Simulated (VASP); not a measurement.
Set up this calculation in VASP 6.6.1, as the native input.

```
Task                   : single point
Functional             : PBE
Potentials or basis    : VASP PAW PBE potentials, release 64 (Cd, S)
Cutoff                 : 520 eV
k mesh                 : 10 × 10 × 10
Occupations            : gaussian, width 0.05 eV
Spin                   : no spin polarisation
Dipole correction      : no
Further INCAR settings : ALGO = Normal; EDIFF = 1e-07; NBANDS = 16
```

The structure of CdS lies in POSCAR:

```
CdS
1.0
    0.0000000000      2.8630563072      3.0062091226
    2.8630563072      0.0000000000      3.0062091226
    2.8630563072      2.8630563072      0.0000000000
Cd S
1 1
Direct
    0.0000000000      0.0000000000      0.0000000000
    0.7500000000      0.7500000000      0.7500000000
```

This cell differs from its parent crystal: ratio of the length along z to the lengths across it x 1.05, volume and fractional coordinates fixed.

These files were run (other wordings do the same):

INCAR

```
ALGO = Normal
EDIFF = 1E-7
ENCUT = 520
GGA = PE
ISIF = 2
ISMEAR = 0
LASPH = True
LCHARG = True
LELF = True
LREAL = False
LVHAR = True
LWAVE = False
NBANDS = 16
NELM = 60
PREC = Accurate
SIGMA = 0.05
```

KPOINTS

```
k-points
0
Gamma
  10 10 10
```

Potentials or basis: VASP PAW PBE potentials, release 64 (Cd, S).

Command:

```sh
$ cat potpaw_PBE.64/Cd/POTCAR potpaw_PBE.64/S/POTCAR > POTCAR
$ mpirun -np 1 vasp_std > vasp.out
```

It gave:

| Property | Result |
| --- | --- |
| Pressure | 3.6 GPa |
| Band gap on the k mesh | 1.11 eV, direct |

It took 34 s on 1 thread of Intel(R) Xeon(R) 6975P-C (Granite Rapids), on a shared host, peak memory 0.23 GiB.
